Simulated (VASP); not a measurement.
# SrH12Br2O6 (P321) in VASP: electric field gradients with LDA

Aim: the electric field gradients of SrH12Br2O6 with LDA.

Everything below comes from runs of VASP 6.6.1. Logs are shortened: lines on timing, memory, paths and dates and some standing lists are left out, and cuts for length are marked.

## Step 1: The cell of the first run

Symmetry: P321, No. 150, trigonal system. The conventional cell has a = 8.204 Å, b = 8.204 Å, c = 4.159 Å, α = 90.00°, β = 90.00°, γ = 120.00°. Sr (site symmetry 32) has 9 O at 2.57 to 2.73 Å and 18 H at 3.22 to 3.29 Å within 3.4 Å. H (site symmetry 1) has 1 O at 0.98 Å within 1.3 Å. Within 1.3 Å of H (site symmetry 1) lie 1 O at 0.99 Å. Within 3.1 Å of Br (site symmetry 3) lie 6 H at 2.35 to 2.38 Å. O (site symmetry 2) has 2 H at 0.99 Å within 1.3 Å. Within 1.3 Å of O (site symmetry 2) lie 2 H at 0.98 Å.

## Step 2: Electric field gradients, LDA

File INCAR:

```
  PREC = Accurate
  ENCUT = 1000
  EDIFF = 1E-8
  ISMEAR = -1
  SIGMA = 0.02
  LREAL = Auto
  LASPH = True
  NELM = 120
  ALGO = Normal
  ISIF = 2
  LWAVE = False
  LCHARG = False
  GGA = CA
  LEFG = True
  NBANDS = 52
  GGA_COMPAT = False
```

File KPOINTS:

```
regular mesh
0
Gamma
  3 3 5
```

File POSCAR:

```
SrH12Br2O6
1.0
    8.2040000000      0.0000000000      0.0000000000
   -4.1020000000      7.1048724126      0.0000000000
    0.0000000000      0.0000000000      4.1590000000
Sr H Br O
1 12 2 6
Direct
    0.0000000000      0.0000000000      0.0000000000
    0.0958604894      0.4331783092      0.9056337415
    0.5668216908      0.6626821802      0.9056337415
    0.3373178198      0.9041395106      0.9056337415
    0.4331783092      0.0958604894      0.0943662585
    0.6626821802      0.5668216908      0.0943662585
    0.9041395106      0.3373178198      0.0943662585
    0.3446714694      0.2356021041      0.5135799596
    0.7643978959      0.1090693653      0.5135799596
    0.8909306347      0.6553285306      0.5135799596
    0.2356021041      0.3446714694      0.4864200404
    0.1090693653      0.7643978959      0.4864200404
    0.6553285306      0.8909306347      0.4864200404
    0.3333333333      0.6666666667      0.5847148165
    0.6666666667      0.3333333333      0.4152851835
    0.7838876809      0.0000000000      0.5000000000
    0.0000000000      0.7838876809      0.5000000000
    0.2161123191      0.2161123191      0.5000000000
    0.3132492948      0.0000000000      0.0000000000
    0.0000000000      0.3132492948      0.0000000000
    0.6867507052      0.6867507052      0.0000000000
```

Potentials or basis: VASP PAW LDA potentials, release 64 (Sr_sv, H_h, Br, O_h).

Started as:

```console
$ cat potpaw_LDA.64/Sr_sv/POTCAR potpaw_LDA.64/H_h/POTCAR potpaw_LDA.64/Br/POTCAR potpaw_LDA.64/O_h/POTCAR > POTCAR
$ mpirun -np 1 vasp_std > vasp.out
```

OUTCAR:

```text
PREC = Accurate
   ENCUT = 1000
   EDIFF = 1E-8
   ISMEAR = -1
   LREAL = Auto
   LASPH = True
   NELM = 120
   ISIF = 2
   GGA = CA

 ion  position               nearest neighbor table
   1  0.000  0.000  0.000-  20 2.57  21 2.57  19 2.57  18 2.73  17 2.73  17 2.73  18 2.73  16 2.73
                            16 2.73
   2  0.096  0.433  0.906-  20 0.98
   3  0.567  0.663  0.906-  21 0.98
   4  0.337  0.904  0.906-  19 0.98
   5  0.433  0.096  0.094-  19 0.98
   6  0.663  0.567  0.094-  21 0.98
   7  0.904  0.337  0.094-  20 0.98
   8  0.345  0.236  0.514-  18 0.99
   9  0.764  0.109  0.514-  16 0.99
  10  0.891  0.655  0.514-  17 0.99
  11  0.236  0.345  0.486-  18 0.99
  12  0.109  0.764  0.486-  17 0.99
  13  0.655  0.891  0.486-  16 0.99
  14  0.333  0.667  0.585-
  15  0.667  0.333  0.415-
  16  0.784  0.000  0.500-  13 0.99   9 0.99   1 2.73   1 2.73
  17  0.000  0.784  0.500-  10 0.99  12 0.99   1 2.73   1 2.73
  18  0.216  0.216  0.500-  11 0.99   8 0.99   1 2.73   1 2.73
  19  0.313  0.000  0.000-   4 0.98   5 0.98   1 2.57
  20  0.000  0.313  0.000-   2 0.98   7 0.98   1 2.57
  21  0.687  0.687  0.000-   6 0.98   3 0.98   1 2.57

  LATTYP: Found a hexagonal cell.
 ALAT       =     8.2040000000
 C/A-ratio  =     0.5069478303

  Lattice vectors:

 A1 = (   8.2040000000,   0.0000000000,   0.0000000000)
 A2 = (  -4.1020000000,   7.1048724126,   0.0000000000)
 A3 = (   0.0000000000,   0.0000000000,   4.1590000000)

Analysis of symmetry for initial positions (statically):
=====================================================================
 Subroutine PRICEL returns:
 Original cell was already a primitive cell.

 Routine SETGRP: Setting up the symmetry group for a
 hexagonal supercell.

 Subroutine GETGRP returns: Found  6 space group operations
 (whereof  6 operations were pure point group operations)
 out of a pool of 24 trial point group operations.

The static configuration has the point symmetry D_3 .

[... 195 lines left out ...]
      3     -20.5388      2.00000
      4     -20.5388      2.00000
      5     -20.1468      2.00000
      6     -20.1468      2.00000
[... 550 lines left out ...]
     47       7.2634      0.00000
     48       7.5912      0.00000
 [bands above 48 left out]

------------------------ aborting loop because EDIFF is reached ----------------------------------------

  FORCE on cell =-STRESS in cart. coord.  units (eV):
  Direction    XX          YY          ZZ          XY          YZ          ZX
  --------------------------------------------------------------------------------------
  -------------------------------------------------------------------------------------
  Total       -2.5389019     -2.5389019     -3.3632646      0.0000000     -0.0000000      0.0000000
  in kB      -16.7797563    -16.7797563    -22.2280194      0.0000000     -0.0000000      0.0000000
  external PRESSURE =     -18.5958440 kB  Pullay stress =       0.0000000 kB

 VOLUME and BASIS-vectors are now :
 -----------------------------------------------------------------------------
  energy-cutoff  :     1000.00
  volume of cell :      242.42
      direct lattice vectors                 reciprocal lattice vectors
     8.204000000  0.000000000  0.000000000     0.121891760  0.070374241  0.000000000
    -4.102000000  7.104872413  0.000000000     0.000000000  0.140748481  0.000000000
     0.000000000  0.000000000  4.159000000     0.000000000  0.000000000  0.240442414

 POSITION                                       TOTAL-FORCE (eV/Angst)
 -----------------------------------------------------------------------------------
      0.00000      0.00000      0.00000        -0.000000      0.000000     -0.000000
     -0.99046      3.07768      3.76653         0.169625      0.253271     -0.162793
      1.93188      4.70827      3.76653        -0.304152      0.020264     -0.162793
     -0.94142      6.42380      3.76653         0.134527     -0.273535     -0.162793
      3.16058      0.68108      0.39247         0.134527      0.273535      0.162793
      3.11154      4.02720      0.39247         0.169625     -0.253271      0.162793
[... 13 lines left out ...]
     -1.28495      2.22560      0.00000         0.219685     -0.380505     -0.000000
      2.81705      4.87928      0.00000         0.219685      0.380505     -0.000000
 -----------------------------------------------------------------------------------
    total drift:                                0.000000      0.000000      0.000000

  FREE ENERGIE OF THE ION-ELECTRON SYSTEM (eV)
  ---------------------------------------------------
  free  energy   TOTEN  =      -107.9527926103 eV

  energy  without entropy=     -107.9527926103  energy(sigma->0) =     -107.95279261

 Electric field gradients (V/A^2)
---------------------------------------------------------------------
 ion       V_xx      V_yy      V_zz      V_xy      V_xz      V_yz
---------------------------------------------------------------------
   1      -4.691    -4.691     9.382     0.000    -0.000     0.000
   2     -11.534    22.368   -10.834    13.359    -8.350   -19.013
   3      25.461   -14.627   -10.834     8.000    20.641     2.275
   4       2.323     8.511   -10.834   -21.359   -12.291    16.738
   5       2.323     8.511   -10.834    21.359    12.291    16.738
   6     -11.534    22.368   -10.834   -13.359     8.350   -19.013
[... 13 lines left out ...]
  20      46.365    27.648   -74.013    16.209   -95.532   -55.156
  21      46.366    27.648   -74.013   -16.210    95.532   -55.156
---------------------------------------------------------------------

 Electric field gradients after diagonalization (V/A^2)
 (convention: |V_zz| > |V_xx| > |V_yy|)
----------------------------------------------------------------------
 ion       V_xx      V_yy      V_zz     asymmetry (V_yy - V_xx)/ V_zz
----------------------------------------------------------------------
   1      -4.691    -4.691     9.382       0.000
   2     -20.493   -15.639    36.132       0.134
   3     -20.493   -15.639    36.132       0.134
   4     -20.493   -15.639    36.132       0.134
   5     -20.493   -15.639    36.132       0.134
   6     -20.493   -15.639    36.132       0.134
[... 13 lines left out ...]
  20     118.826    18.290  -137.115       0.733
  21     118.827    18.289  -137.115       0.733
----------------------------------------------------------------------

           NMR quadrupolar parameters

 Cq : quadrupolar parameter    Cq=e*Q*V_zz/h
 eta: asymmetry parameters     (V_yy - V_xx)/ V_zz
 Q  : nuclear electric quadrupole moment in mb (millibarn)
----------------------------------------------------------------------
 ion       Cq(MHz)       eta       Q (mb)
----------------------------------------------------------------------
   1       0.023       0.000       1.000
   2       0.087       0.134       1.000
   3       0.087       0.134       1.000
   4       0.087       0.134       1.000
   5       0.087       0.134       1.000
   6       0.087       0.134       1.000
[... 13 lines left out ...]
  20      -0.332       0.733       1.000
  21      -0.332       0.733       1.000
----------------------------------------------------------------------
```

OSZICAR:

```text
N       E                     dE             d eps       ncg     rms          rms(c)
DAV:   1     0.665984233170E+03    0.66598E+03   -0.48315E+04  1144   0.207E+03
DAV:   2     0.191381417108E+01   -0.66407E+03   -0.63539E+03  1484   0.328E+02
DAV:   3    -0.112935548782E+03   -0.11485E+03   -0.11365E+03  1372   0.136E+02
DAV:   4    -0.117967887928E+03   -0.50323E+01   -0.50089E+01  1680   0.286E+01
DAV:   5    -0.118107702477E+03   -0.13981E+00   -0.13970E+00  1656   0.420E+00    0.228E+01
DAV:   6    -0.108417308119E+03    0.96904E+01   -0.35699E+01  1400   0.239E+01    0.144E+01
DAV:   7    -0.108193648660E+03    0.22366E+00   -0.21523E+00  1416   0.632E+00    0.797E+00
DAV:   8    -0.107966537489E+03    0.22711E+00   -0.32312E-01  1544   0.330E+00    0.949E-01
DAV:   9    -0.107952724381E+03    0.13813E-01   -0.40558E-02  1776   0.886E-01    0.425E-01
DAV:  10    -0.107952929561E+03   -0.20518E-03   -0.72778E-03  1536   0.363E-01    0.170E-01
DAV:  11    -0.107952785488E+03    0.14407E-03   -0.12153E-03  1648   0.173E-01    0.638E-02
DAV:  12    -0.107952788912E+03   -0.34244E-05   -0.13994E-04  1496   0.527E-02    0.217E-02
DAV:  13    -0.107952792580E+03   -0.36678E-05   -0.25353E-05  1624   0.225E-02    0.821E-03
DAV:  14    -0.107952792510E+03    0.70474E-07   -0.47743E-06  1752   0.131E-02    0.332E-03
DAV:  15    -0.107952792644E+03   -0.13487E-06   -0.18865E-06  1496   0.608E-03    0.197E-03
DAV:  16    -0.107952792610E+03    0.34552E-07   -0.43345E-07  1600   0.350E-03    0.956E-04
DAV:  17    -0.107952792610E+03   -0.38654E-09   -0.56276E-08  1368   0.131E-03
   1 F= -.10795279E+03 E0= -.10795279E+03  d E =-.114245E-10
```

It took 10 min on 1 thread of Intel Xeon Platinum 8488C (Sapphire Rapids), shared host; peak memory 0.68 GiB.

What came out:

```yaml
Free_energy: -107.9528 eV
Pressure: -1.9 GPa
Largest_force: 0.442 eV/Å
Band_gap_on_the_k_mesh: 3.93 eV
Largest_electric_field_gradient_by_atom: Sr +9.4; H +36.1, +35.3 (each value once); Br -66.0; O -124.2, -137.1 (each value once) V/Å²
```

Forces in eV/Å, atoms in the order of the input:
```
Sr   0.000  0.000  0.000
H    0.170  0.253 -0.163
H   -0.304  0.020 -0.163
H    0.135 -0.274 -0.163
H    0.135  0.274  0.163
H    0.170 -0.253  0.163
H   -0.304 -0.020  0.163
H    0.343 -0.040  0.025
H   -0.137  0.317  0.025
H   -0.206 -0.277  0.025
H   -0.206  0.277 -0.025
H    0.343  0.040 -0.025
H   -0.137 -0.317 -0.025
Br   0.000  0.000  0.064
Br   0.000  0.000 -0.064
O    0.442  0.000  0.000
O   -0.221  0.383  0.000
O   -0.221 -0.383  0.000
O   -0.439  0.000  0.000
O    0.220 -0.381  0.000
O    0.220  0.381  0.000
```

Stress tensor (GPa, compression positive):
```
-1.68  0.00  0.00
 0.00 -1.68  0.00
 0.00  0.00 -2.22
```

Levels at points of the mesh, in eV from the valence-band top:
```
           k point  band 32  band 33  band 34  band 35  band 36  band 37  band 38  band 39  band 40  band 41
(0.00, 0.00, 0.00)    -0.88    -0.66    -0.66    -0.13     0.00     3.93     6.40     6.40     7.00     7.00
```

Electric field gradients, principal values (V/Å²):
```tsv
atom	least	middle	greatest (by size)
1 Sr	-4.691	-4.691	9.382
2 H	-15.639	-20.493	36.132
3 H	-15.639	-20.493	36.132
4 H	-15.639	-20.493	36.132
5 H	-15.639	-20.493	36.132
6 H	-15.639	-20.493	36.132
7 H	-15.639	-20.493	36.132
8 H	-15.777	-19.538	35.315
9 H	-15.777	-19.538	35.315
10 H	-15.777	-19.538	35.316
11 H	-15.777	-19.538	35.315
12 H	-15.777	-19.538	35.315
13 H	-15.777	-19.538	35.316
14 Br	33.005	33.006	-66.011
15 Br	33.005	33.006	-66.011
16 O	12.951	111.293	-124.244
17 O	12.951	111.293	-124.244
18 O	12.948	111.296	-124.244
19 O	18.290	118.826	-137.115
20 O	18.290	118.826	-137.115
21 O	18.289	118.827	-137.115
```

Caveat: without QUAD_EFG the Cq values of the log hold for a quadrupole moment of 1 mb, not for the nuclei.
